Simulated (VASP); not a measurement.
CdSe: single point with PBE

The system is CdSe.

```
Cd Se
1.0
     4.34072    0.00000    0.00000
    -2.17036    3.75917    0.00000
     0.00000    0.00000    7.07666
Cd Se
2 2
Direct
  0.33333 0.66667 0.00452
  0.66667 0.33333 0.50452
  0.33333 0.66667 0.38048
  0.66667 0.33333 0.88048
```

```
Program                : VASP 6.6.1
Task                   : single point
Functional             : PBE
Potentials or basis    : VASP PAW PBE potentials, release 64 (Cd, Se)
Cutoff                 : 520 eV
k mesh                 : 6 × 6 × 2
Occupations            : gaussian, width 0.01 eV
Spin                   : no spin polarisation
Dipole correction      : no
Further INCAR settings : ALGO = Normal; EDIFF = 1e-07; NBANDS = 26
```

* Pressure: 1.7 GPa
* Largest force: 0.005 eV/Å
* Band gap on the k mesh: 0.61 eV

Forces in eV/Å, atoms in the order of the input:
```
Cd   0.000  0.000  0.005
Cd   0.000  0.000  0.005
Se   0.000  0.000 -0.005
Se   0.000  0.000 -0.005
```

Levels at points of the mesh, in eV from the valence-band top:
```csv
k point,band 14,band 15,band 16,band 17,band 18,band 19,band 20,band 21,band 22,band 23
"(0.00, 0.00, 0.00)",-0.73,-0.73,-0.04,0.00,0.00,0.61,2.17,5.85,5.85,6.15
"(0.50, 0.00, 0.00)",-3.54,-2.55,-1.77,-1.27,-0.72,3.16,3.33,4.78,6.06,6.45
"(0.00, 0.00, 0.50)",-2.60,-0.38,-0.38,-0.38,-0.38,2.32,2.32,5.82,5.82,6.25
"(0.50, 0.00, 0.50)",-4.08,-1.30,-1.30,-1.29,-1.29,2.92,2.92,4.84,4.84,7.66
```

Wall time 68 s on 1 thread of Intel Xeon 8259CL, with other jobs on the host, peak memory 0.23 GiB.

Caveat: the k points lie up to 0.44 Å⁻¹ apart. Expect the measured gap to be larger: semilocal functionals such as PBE lack the derivative discontinuity.
